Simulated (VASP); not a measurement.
# Si5P2 (P-3m1) in VASP: further runs

Si5P2 is run at these levels: PBE; tasks: relaxation of cell and atoms, relaxation of shape and atoms at fixed volume.

Everything below comes from runs of VASP 6.6.1. Logs are shortened: lines on timing, memory, paths and dates and some standing lists are left out, and cuts for length are marked.

### 1 The cell of the first run

It takes space group P-3m1 (No. 164, trigonal). The conventional cell has a = 3.686 Å, b = 3.686 Å, c = 26.481 Å, α = 90.00°, β = 90.00°, γ = 120.00°. Si (site symmetry 3m) has 3 P at 2.33 Å and 1 Si at 2.35 Å within 3.1 Å. Si (site symmetry 3m) has 4 Si at 2.30 to 2.35 Å within 3.0 Å. Within 3.1 Å of Si (site symmetry 3m) lie 3 P at 2.33 Å and 1 Si at 2.35 Å. Si (site symmetry 3m) has 4 Si at 2.30 to 2.36 Å within 3.0 Å. Within 3.0 Å of Si (site symmetry 3m) lie 4 Si at 2.30 to 2.35 Å. Within 3.1 Å of P (site symmetry 3m) lie 3 Si at 2.33 Å. Within 3.1 Å of P (site symmetry 3m) lie 3 Si at 2.33 Å.

### 2 Relaxation of cell and atoms, PBE

INCAR reads:

```
SYSTEM = Si5P2
ALGO     = Normal         ! electronic algorithm
EDIFF    = 1E-6           ! SCF threshold, eV
EDIFFG   = -0.01          ! ionic threshold
ENCUT    = 600            ! plane-wave cutoff, eV
GGA      = PE             ! functional
IBRION   = 2              ! ionic algorithm
ISIF     = 3              ! what is computed and relaxed
ISMEAR   = 0              ! smearing method
KPAR     = 4            
LASPH    = .TRUE.         ! aspherical terms in the spheres
LCHARG   = .FALSE.        ! write CHGCAR
LREAL    = .FALSE.        ! projectors in reciprocal space
LWAVE    = .FALSE.        ! write WAVECAR
NELM     = 60             ! most SCF steps
NSW      = 100            ! ionic steps
PREC     = Accurate       ! precision mode
SIGMA    = 0.02           ! smearing width, eV
```

KPOINTS reads:

```
k-points
0
G
  12 12 1
  0 0 0
```

POSCAR reads:

```
Si5P2
1.0
    3.6864522153      0.0000000000      0.0000000000
   -1.8432261076      3.1925612683      0.0000000000
    0.0000000000      0.0000000000     26.4805206594
Si P
10 4
Direct
    0.6666666667      0.3333333333      0.8947912187
    0.3333333333      0.6666666667      0.1052087813
    0.3333333333      0.6666666667      0.0163864336
    0.6666666667      0.3333333333      0.9836135664
    0.6666666667      0.3333333333      0.3337894873
    0.0000000000      0.0000000000      0.4554232675
    0.6666666667      0.3333333333      0.4226176433
    0.3333333333      0.6666666667      0.6662105127
    0.0000000000      0.0000000000      0.5445767325
    0.3333333333      0.6666666667      0.5773823567
    0.0000000000      0.0000000000      0.8585893720
    0.0000000000      0.0000000000      0.1414106280
    0.3333333333      0.6666666667      0.2975403603
    0.6666666667      0.3333333333      0.7024596397
```

Potentials or basis: VASP PAW PBE potentials, release 64 (Si, P).

On the command line:

```console
cat potpaw_PBE.64/Si/POTCAR potpaw_PBE.64/P/POTCAR > POTCAR
mpirun -np 4 vasp_std > vasp.out
```

OUTCAR:

```text
SYSTEM = Si5P2
   EDIFF = 1E-6
   EDIFFG = -0.01
   ENCUT = 600
   GGA = PE
   IBRION = 2
   ISIF = 3
   ISMEAR = 0
   LASPH = .TRUE.
   LREAL = .FALSE.
   NELM = 60
   NSW = 100
   PREC = Accurate

 ion  position               nearest neighbor table
   1  0.667  0.333  0.895-  11 2.33  11 2.33  11 2.33   4 2.35
   2  0.333  0.667  0.105-  12 2.33  12 2.33  12 2.33   3 2.35
   3  0.333  0.667  0.016-   4 2.30   4 2.30   4 2.30   2 2.35
   4  0.667  0.333  0.984-   3 2.30   3 2.30   3 2.30   1 2.35
   5  0.667  0.333  0.334-  13 2.33  13 2.33  13 2.33   7 2.35
   6  0.000  0.000  0.455-   7 2.30   7 2.30   7 2.30   9 2.36
   7  0.667  0.333  0.423-   6 2.30   6 2.30   6 2.30   5 2.35
   8  0.333  0.667  0.666-  14 2.33  14 2.33  14 2.33  10 2.35
   9  0.000  0.000  0.545-  10 2.30  10 2.30  10 2.30   6 2.36
  10  0.333  0.667  0.577-   9 2.30   9 2.30   9 2.30   8 2.35
  11  0.000  0.000  0.859-   1 2.33   1 2.33   1 2.33
  12  0.000  0.000  0.141-   2 2.33   2 2.33   2 2.33
  13  0.333  0.667  0.298-   5 2.33   5 2.33   5 2.33
  14  0.667  0.333  0.702-   8 2.33   8 2.33   8 2.33

  LATTYP: Found a hexagonal cell.
 ALAT       =     3.6864522153
 C/A-ratio  =     7.1831992151

  Lattice vectors:

 A1 = (   3.6864522153,   0.0000000000,   0.0000000000)
 A2 = (  -1.8432261076,   3.1925612683,   0.0000000000)
 A3 = (   0.0000000000,   0.0000000000,  26.4805206594)

Analysis of symmetry for initial positions (statically):
=====================================================================
 Subroutine PRICEL returns:
 Original cell was already a primitive cell.

 Routine SETGRP: Setting up the symmetry group for a
 hexagonal supercell.

 Subroutine GETGRP returns: Found 12 space group operations
 (whereof 12 operations were pure point group operations)
 out of a pool of 24 trial point group operations.

The static configuration has the point symmetry D_3d.

Analysis of symmetry for dynamics (positions and initial velocities):
=====================================================================
 Subroutine PRICEL returns:
 Original cell was already a primitive cell.

 Routine SETGRP: Setting up the symmetry group for a
 hexagonal supercell.

 Subroutine GETGRP returns: Found 12 space group operations
 (whereof 12 operations were pure point group operations)
 out of a pool of 24 trial point group operations.

The dynamic configuration has the point symmetry D_3d.

 Subroutine INISYM returns: Found 12 space group operations
 (whereof 12 operations are pure point group operations),
 and found     1 'primitive' translations

----------------------------------------------------------------------------------------

                                     Primitive cell

  volume of cell :     311.6552

  direct lattice vectors                    reciprocal lattice vectors
     3.686452215  0.000000000  0.000000000     0.271263519  0.156614066  0.000000000
    -1.843226108  3.192561268  0.000000000     0.000000000  0.313228131  0.000000000
     0.000000000  0.000000000 26.480520659     0.000000000  0.000000000  0.037763608

  length of vectors
     3.686452215  3.686452215 26.480520659     0.313228131  0.313228131  0.037763608

  position of ions in fractional coordinates (direct lattice)
     0.666666667  0.333333333  0.894791219
     0.333333333  0.666666667  0.105208781
     0.333333333  0.666666667  0.016386434
     0.666666667  0.333333333  0.983613566
     0.666666667  0.333333333  0.333789487
     0.000000000  0.000000000  0.455423268
     0.666666667  0.333333333  0.422617643
     0.333333333  0.666666667  0.666210513
     0.000000000  0.000000000  0.544576732
     0.333333333  0.666666667  0.577382357
     0.000000000  0.000000000  0.858589372
     0.000000000  0.000000000  0.141410628
     0.333333333  0.666666667  0.297540360
     0.666666667  0.333333333  0.702459640

  ion indices of the primitive-cell ions
   primitive index   ion index
                 1           1
                 2           2
                 3           3
                 4           4
[... 49 lines left out ...]
   LNONCOLLINEAR =      F non collinear calculations
   LSORBIT =      F    spin-orbit coupling
   LASPH  =      T    aspherical Exc in radial PAW
   ENCUT  =  600.0 eV  44.10 Ry    6.64 a.u.   7.36  7.36 52.89*2*pi/ulx,y,z
   NELM   =     60;   NELMIN=  2; NELMDL= -5     # of ELM steps
   EDIFF  = 0.1E-05   stopping-criterion for ELM
   LREAL  =      F    real-space projection
   EDIFFG = -.1E-01   stopping-criterion for IOM
   NSW    =    100    number of steps for IOM
   IBRION =      2    ionic relax: 0-MD 1-quasi-New 2-CG
   NFREE  =      1    steps in history (QN), initial steepest desc. (CG)
   ISIF   =      3    stress and relaxation
   ISYM   =      2    0-nonsym 1-usesym 2-fastsym
   POTIM  = 0.5000    time-step for ionic-motion
   TEBEG  =    0.0;   TEEND  =   0.0 temperature during run
   PSTRESS=    0.0 pullay stress
   NELECT =      60.0000    total number of electrons
   NUPDOWN=      -1.0000    fix difference up-down
   EMIN   =  10.00;   EMAX   =-10.00  energy-range for DOS
   EFERMI =   0.00;   METHOD = LEGACY
   ISMEAR =     0;   SIGMA  =   0.02  broadening in eV -4-tet -1-fermi 0-gaus
   EFERMI_NEDOS =   21; number of points for ismear=-14 and -15
   IALGO  =     38    algorithm
   IMIX   =      4    mixing-type and parameters
     AMIX     =   0.40;   BMIX     =  1.00
     AMIX_MAG =   1.60;   BMIX_MAG =  1.00
  volume/ion in A,a.u.               =      22.26       150.23
  Fermi-wavevector in a.u.,A,eV,Ry     =   0.945294  1.786348 12.157917  0.893582
  Thomas-Fermi vector in A             =   2.073182
   LORBIT       =      0    0 simple, 1 ext, 2 COOP (PROOUT), +10 PAW based schemes
   GGA     = PE    functional components
   LHFCALC =     F    Hartree Fock is set to
   AEXX    =    0.0000 exact exchange contribution
   IVDW    =     0    specifies the selected vdW correction
   LEPSILON=     F    determine dielectric tensor
   LRPA    =     F    only Hartree local field effects (RPA)
 conjugate gradient relaxation of ions
 non-spin polarized calculation
 Gauss-broadening in eV      SIGMA  =   0.02
  energy-cutoff  :      600.00
  volume of cell :      311.66
 maximum number of plane-waves:     10469
 NGX is ok and might be reduce to    30
   NGX = 15   NGY = 15   NGZ =105

--------------------------------------- Ionic step        1  -------------------------------------------

 number of electron      60.0000000 magnetization

 Free energy of the ion-electron system (eV)
  ---------------------------------------------------
  ext. energy  EPLUGINS =         0.00000000
  ---------------------------------------------------
  free energy    TOTEN  =       -76.26880511 eV

  energy without entropy =      -76.26880511  energy(sigma->0) =      -76.26880511

------------------------ aborting loop because EDIFF is reached ----------------------------------------

  FORCE on cell =-STRESS in cart. coord.  units (eV):
  Direction    XX          YY          ZZ          XY          YZ          ZX
  --------------------------------------------------------------------------------------
  -------------------------------------------------------------------------------------
  Total       -0.1910976     -0.1910976     -0.1416060     -0.0000000      0.0000000      0.0000000
  in kB       -0.9824070     -0.9824070     -0.7279776     -0.0000000      0.0000000      0.0000000
  external PRESSURE =      -0.8975972 kB  Pullay stress =       0.0000000 kB
[... 81 lines left out ...]
  energy  without entropy=      -76.2688785650  energy(sigma->0) =      -76.26887857

--------------------------------------- Ionic step        3  -------------------------------------------

 number of electron      60.0000000 magnetization

 Free energy of the ion-electron system (eV)
  ---------------------------------------------------
  ext. energy  EPLUGINS =         0.00000000
  ---------------------------------------------------
  free energy    TOTEN  =       -76.26893164 eV

  energy without entropy =      -76.26893164  energy(sigma->0) =      -76.26893164

 E-fermi :   4.8390     XC(G=0):  -8.8220

 val. band max:        4.7007680060   @ k =   0.0000   0.0000   0.0000
 cond. band min:       5.3542702986   @ k =   0.4167  -0.0000   0.0000
 fundamental gap:      0.6535022925
 Fermi energy:         4.8389573330

 k-point     1 :       0.0000    0.0000    0.0000
  band No.  band energies     occupation
      1      -8.2548      2.00000
      2      -8.2034      2.00000
      3      -8.1762      2.00000
      4      -8.1131      2.00000
      5      -7.0693      2.00000
      6      -6.5115      2.00000
[... 809 lines left out ...]
  FREE ENERGIE OF THE ION-ELECTRON SYSTEM (eV)
  ---------------------------------------------------
  free  energy   TOTEN  =       -76.2689316405 eV

  energy  without entropy=      -76.2689316405  energy(sigma->0) =      -76.26893164

 reached required accuracy - stopping structural energy minimisation
```

It took 5 min on 4 MPI ranks of Intel Xeon Platinum 8488C (Sapphire Rapids), shared host; peak memory 0.61 GiB.

Results:

| Property | Result |
| --- | --- |
| Free energy | -76.2689 eV |
| Relaxed volume | 22.24 Å³/atom |
| Relaxed cell | a = 3.685 Å, b = 3.685 Å, c = 26.473 Å, α = 90.00°, β = 90.00°, γ = 120.00° |
| Space group after relaxing (to 0.1 Å) | P-3m1 (No. 164) |
| Energy gained by relaxing | 0.0 meV/atom |
| Ionic steps | 3 |
| Pressure after relaxing | 0.0 GPa |
| Largest force after relaxing | 0.004 eV/Å |
| Band gap on the k mesh | 0.65 eV (least direct gap 1.34 eV) |

Forces on the atoms (eV/Å):
```
Si   0.000  0.000  0.000
Si   0.000  0.000  0.000
Si   0.000  0.000  0.004
Si   0.000  0.000 -0.004
Si   0.000  0.000  0.000
Si   0.000  0.000  0.004
Si   0.000  0.000 -0.003
Si   0.000  0.000  0.000
Si   0.000  0.000 -0.004
Si   0.000  0.000  0.003
P    0.000  0.000  0.002
P    0.000  0.000 -0.002
P    0.000  0.000  0.002
P    0.000  0.000 -0.002
```

The path:
```tsv
step	energy change (eV)	largest force (eV/Å)	pressure (GPa)	volume (Å³)
1	0.0000	0.0154	-0.09	311.66
2	-0.0001	0.0107	0.06	311.09
3	-0.0001	0.0040	0.00	311.31
```

Final structure:
```
Si P
1.0
     3.68496    0.00000    0.00000
    -1.84248    3.19127    0.00000
     0.00000    0.00000   26.47256
Si P
10 4
Cartesian
  1.8425 1.0638 23.6871
  0.0000 2.1275 2.7855
  0.0000 2.1275 0.4336
  1.8425 1.0638 26.0390
  1.8425 1.0638 8.8359
  -1.8425 3.1913 12.0561
  1.8425 1.0638 11.1880
  0.0000 2.1275 17.6366
  0.0000 0.0000 14.4164
  0.0000 2.1275 15.2846
  3.6850 0.0000 22.7295
  0.0000 0.0000 3.7430
  0.0000 2.1275 7.8771
  1.8425 1.0638 18.5954
```

Levels at points of the mesh, in eV from the valence-band top:
| k point | band 27 | band 28 | band 29 | band 30 | band 31 | band 32 | band 33 | band 34 |
| --- | --- | --- | --- | --- | --- | --- | --- | --- |
| (0.00, 0.00, 0.00) | -0.25 | -0.13 | 0.00 | 0.00 | 1.34 | 1.41 | 1.60 | 1.69 |
| (0.50, 0.00, 0.00) | -1.80 | -1.50 | -1.39 | -1.31 | 0.73 | 0.79 | 0.87 | 0.93 |

Caveat: this functional lacks dispersion, which binds layers or chains, so the pressure and a relaxed spacing across them are unreliable.

[end of part 1 of 2]
